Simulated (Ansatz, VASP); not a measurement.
# One calculation of Rh, two programs

INCAR

```
SYSTEM = Rh
ALGO = Normal ; EDIFF = 1E-6
ENCUT = 620 ; GGA = PS
GGA_COMPAT = .FALSE. ; ISIF = 2
ISMEAR = -5 ; LASPH = .TRUE.
LCHARG = .TRUE. ; LELF = .TRUE.
LREAL = .FALSE. ; LVHAR = .TRUE.
LWAVE = .FALSE. ; NBANDS = 24
NELM = 120 ; PREC = Accurate
SIGMA = 0.1
```

Contents of KPOINTS:

```
k-points
0
G
  6 6 4
  0 0 0
```

Contents of POSCAR:

```
Rh
1.0
    2.7309790422      0.0000000000      0.0000000000
   -1.3654895211      2.3650972278      0.0000000000
    0.0000000000      0.0000000000      4.4284890000
Rh
2
Direct
    0.6666666667      0.3333333333      0.7500000000
    0.3333333333      0.6666666667      0.2500000000
```

Input for Ansatz:

```yaml
crystal:
  lattice:
    - [2.7309790422, 0.0, 0.0]
    - [-1.3654895211, 2.3650972278, 0.0]
    - [0.0, 0.0, 4.428489]
  atoms:
    - { symbol: Rh, position: [0.6666666667, 0.3333333333, 0.75] }
    - { symbol: Rh, position: [0.3333333333, 0.6666666667, 0.25] }
basis:
  ecutwfc: 420
kpoints:
  mp_grid: { grid: [6, 6, 4] }
hamiltonian:
  xc: pbesol
scf:
  occupations: { method: tetrahedron }
output:
  forces: true
  stress: true
  eigenvalues: true
```

Alike in both runs: task single point; functional PBEsol; k mesh 6 × 6 × 4; occupations tetrahedron; no spin polarisation.

|  | VASP | Ansatz |
| --- | --- | --- |
| version | VASP 6.6.1 | Ansatz 0.2.0 |
| potentials or method | VASP PAW PBE potentials, release 64 (Rh_sv_GW), cutoff 620 eV | scalar-relativistic, plane waves, PAW |
| valence electrons in the cell | 34 | 34 |

Ansatz gave:

```
gap on the k mesh at the Fermi level (eV)                     : none
pressure (GPa)                                                : -13.6
traceless stress, the component that is largest in VASP (GPa) : -4.17
```

Question: Which values does VASP return?

Answer: gap on the k mesh at the Fermi level (eV): none; pressure (GPa): -14.1; traceless stress, the component that is largest in VASP (GPa): -4.90.

VASP's potentials were made for PBE, not for PBEsol. A gap of «none» marks a metal or a gap that the smearing closes. The functional is the same, so the differences come from potentials, cutoffs and numerics. Ansatz's warnings: band table not solved further, tetrahedron derivatives may miss energy slope.

The k mesh is coarse, so the values compare programs but aren't converged.
